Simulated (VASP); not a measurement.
# Cu (Fm-3m) in VASP: notebook, part 2 of 2

VASP 6.6.1. The steps go on from the part before.

### 3 Single point, PBE (volume 13.218 Å^3 an atom, c/a of the conventional cell 1.0000)

INCAR reads:

```
PREC     = Accurate       # precision mode
ENCUT    = 520            # plane-wave cutoff, eV
EDIFF    = 1E-7           # SCF threshold, eV
ISMEAR   = 0              # smearing method
SIGMA    = 0.15           # smearing width, eV
LREAL    = False          # projectors in reciprocal space
LASPH    = True           # aspherical terms in the spheres
NELM     = 80             # most SCF steps
ALGO     = Normal         # electronic algorithm
ISIF     = 2              # what is computed and relaxed
LWAVE    = False          # write WAVECAR
LCHARG   = True           # write CHGCAR
GGA      = PE             # functional
LELF     = True           # ELF
LVHAR    = True         
NBANDS   = 12             # bands
```

KPOINTS reads:

```
regular mesh
0
Gamma
  24 24 24
```

POSCAR reads:

```
Cu
1.0
    0.0000000000      1.8766296942      1.8766296942
    1.8766296942      0.0000000000      1.8766296942
    1.8766296942      1.8766296942      0.0000000000
Cu
1
Direct
    0.0000000000      0.0000000000      0.0000000000
```

Potentials or basis: VASP PAW PBE potentials, release 64 (Cu).

On the command line:

```console
$ cat potpaw_PBE.64/Cu/POTCAR > POTCAR
$ mpirun -np 1 vasp_std > vasp.out
```

OUTCAR:

```text
PREC = Accurate
   ENCUT = 520
   EDIFF = 1E-7
   ISMEAR = 0
   LREAL = False
   LASPH = True
   NELM = 80
   ISIF = 2
   GGA = PE

 ion  position               nearest neighbor table
   1  0.000  0.000  0.000-

  LATTYP: Found a face centered cubic cell.
 ALAT       =     3.7532593884

  Lattice vectors:

 A1 = (   0.0000000000,   1.8766296942,   1.8766296942)
 A2 = (   1.8766296942,   0.0000000000,   1.8766296942)
 A3 = (   1.8766296942,   1.8766296942,   0.0000000000)

Analysis of symmetry for initial positions (statically):
[... 530 lines left out ...]
      6       5.3262      2.00000
      7      10.3265      0.00000
      8      25.9386      0.00000
      9      26.0905      0.00000
     10      26.4871      0.00000
     11      30.4893      0.00000
     12      30.7170      0.00000

 [... further k-points ...]
[... 5 lines left out ...]
  --------------------------------------------------------------------------------------
  -------------------------------------------------------------------------------------
  Total       -0.8636104     -0.8636104     -0.8636104     -0.0000000     -0.0000000     -0.0000000
  in kB     -104.6797522   -104.6797522   -104.6797522     -0.0000000     -0.0000000     -0.0000000
  external PRESSURE =    -104.6797522 kB  Pullay stress =       0.0000000 kB

 VOLUME and BASIS-vectors are now :
 -----------------------------------------------------------------------------
  energy-cutoff  :      520.00
  volume of cell :       13.22
      direct lattice vectors                 reciprocal lattice vectors
     0.000000000  1.876629694  1.876629694    -0.266435089  0.266435089  0.266435089
     1.876629694  0.000000000  1.876629694     0.266435089 -0.266435089  0.266435089
     1.876629694  1.876629694  0.000000000     0.266435089  0.266435089 -0.266435089

 POSITION                                       TOTAL-FORCE (eV/Angst)
 -----------------------------------------------------------------------------------
      0.00000      0.00000      0.00000         0.000000     -0.000000      0.000000
 -----------------------------------------------------------------------------------
    total drift:                                0.000000      0.000000      0.000000

  FREE ENERGIE OF THE ION-ELECTRON SYSTEM (eV)
  ---------------------------------------------------
  free  energy   TOTEN  =        -3.6871753289 eV

  energy  without entropy=       -3.6844380898  energy(sigma->0) =       -3.68580671
```

OSZICAR:

```text
N       E                     dE             d eps       ncg     rms          rms(c)
DAV:   1     0.433517857070E+02    0.43352E+02   -0.53867E+03 10880   0.148E+03
DAV:   2    -0.316471630920E+01   -0.46517E+02   -0.43072E+02 10224   0.200E+02
DAV:   3    -0.452146712896E+01   -0.13568E+01   -0.13469E+01 11604   0.399E+01
DAV:   4    -0.453024910836E+01   -0.87820E-02   -0.87809E-02 11448   0.284E+00
DAV:   5    -0.453033755750E+01   -0.88449E-04   -0.88449E-04 11764   0.292E-01    0.746E+00
DAV:   6    -0.414721218125E+01    0.38313E+00   -0.15690E+01 11828   0.727E+01    0.449E+00
DAV:   7    -0.369616410474E+01    0.45105E+00   -0.26718E+00 11832   0.303E+01    0.455E-01
DAV:   8    -0.368976986552E+01    0.63942E-02   -0.10333E-02 12428   0.193E+00    0.388E-01
DAV:   9    -0.368718545309E+01    0.25844E-02   -0.17662E-02 12104   0.226E+00    0.409E-02
DAV:  10    -0.368717547447E+01    0.99786E-05   -0.10983E-04 15048   0.178E-01    0.797E-03
DAV:  11    -0.368717534743E+01    0.12704E-06   -0.78543E-07 11980   0.111E-02    0.905E-04
DAV:  12    -0.368717532889E+01    0.18539E-07   -0.90162E-08  7304   0.479E-03
   1 F= -.36871753E+01 E0= -.36858067E+01  d E =-.273724E-02
```

stdout:

```text
POSCAR found type information on POSCAR Cu
 POSCAR found :  1 types and       1 ions
 scaLAPACK will be used
 LDA part: xc-table for (Slater+PW92), standard interpolation
 POSCAR, INCAR and KPOINTS ok, starting setup
 FFT: planning ... GRIDC
 FFT: planning ... GRID_SOFT
 FFT: planning ... GRID
 WAVECAR not read
 entering main loop
```

Run time: 26 s. Hardware: 1 thread of Intel Xeon 6975P-C (Granite Rapids), shared host; peak memory 0.18 GiB.

Results:

- Free energy: -3.6872 eV
- Pressure: -10.5 GPa

Levels at points of the mesh, in eV from the Fermi level:
| k point | band 4 | band 5 | band 6 | band 7 | band 8 | band 9 |
| --- | --- | --- | --- | --- | --- | --- |
| (0.00, 0.00, 0.00) | -2.71 | -2.02 | -2.02 | 21.68 | 23.47 | 23.47 |
| (0.50, 0.00, 0.00) | -1.55 | -1.55 | -0.69 | 3.22 | 20.22 | 20.37 |
| (0.50, 0.50, 0.00) | -1.43 | -1.43 | 1.57 | 6.35 | 12.23 | 12.23 |
